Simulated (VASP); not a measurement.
**Li2S: relaxation of cell and atoms with RPBE**

Li2S:

```
Li S
1.0
     0.00000    2.84450    2.84450
     2.84450    0.00000    2.84450
     2.84450    2.84450    0.00000
Li S
2 1
Direct
  0.25000 0.25000 0.25000
  0.75000 0.75000 0.75000
  0.00000 0.00000 0.00000
```

```
Program                : VASP 6.6.1
Task                   : relaxation of cell and atoms
Functional             : RPBE
Potentials or basis    : VASP PAW PBE potentials, release 64 (Li_sv, S)
Cutoff                 : 750 eV
k mesh                 : 6 × 6 × 6
Occupations            : gaussian, width 0.01 eV
Spin                   : no spin polarisation
Dipole correction      : no
Further INCAR settings : ALGO = Normal; EDIFF = 1e-07; IBRION = 2; EDIFFG = -0.02; NSW = 80; ISIF = 3
```

```json
{
 "Relaxed volume": "16.00 Å³/atom",
 "Relaxed cell": "a = 4.080 Å, b = 4.080 Å, c = 4.080 Å, α = 60.00°, β = 60.00°, γ = 60.00°",
 "Space group after relaxing (to 0.1 Å)": "Fm-3m (No. 225)",
 "Energy gained by relaxing": "3.4 meV/atom",
 "Ionic steps": "3",
 "Pressure after relaxing": "0.0 GPa",
 "Band gap on the k mesh": "3.57 eV (least direct gap 4.27 eV)"
}
```

Step by step:
| step | energy change (eV) | largest force (eV/Å) | pressure (GPa) | volume (Å³) |
| --- | --- | --- | --- | --- |
| 1 | 0.0000 | 0.0000 | 1.75 | 46.03 |
| 2 | -0.0086 | 0.0000 | 0.70 | 47.16 |
| 3 | -0.0103 | 0.0000 | -0.02 | 48.01 |

Final structure:
```
Li S
1.0
     0.00000    2.88468    2.88468
     2.88468    0.00000    2.88468
     2.88468    2.88468    0.00000
Li S
2 1
Direct
  0.25000 0.25000 0.25000
  0.75000 0.75000 0.75000
  0.00000 0.00000 0.00000
```

Levels at points of the mesh, in eV from the valence-band top:
| k point | band 2 | band 3 | band 4 | band 5 | band 6 | band 7 | band 8 | band 9 | band 10 |
| --- | --- | --- | --- | --- | --- | --- | --- | --- | --- |
| (0.00, 0.00, 0.00) | -44.44 | -10.91 | 0.00 | 0.00 | 0.00 | 4.27 | 6.32 | 6.32 | 6.32 |
| (0.50, 0.00, 0.00) | -44.45 | -10.51 | -2.71 | -0.47 | -0.47 | 6.07 | 6.66 | 6.66 | 8.41 |
| (0.50, 0.50, 0.00) | -44.45 | -10.40 | -2.06 | -1.32 | -1.32 | 3.57 | 7.07 | 11.00 | 11.00 |

It took 53 s on 1 thread of Intel Xeon 8259CL, on a shared host, peak memory 0.2 GiB.

Caveat: the PAW data sets were made with another functional, which shifts forces and pressure a little. A k mesh can miss the band edges.
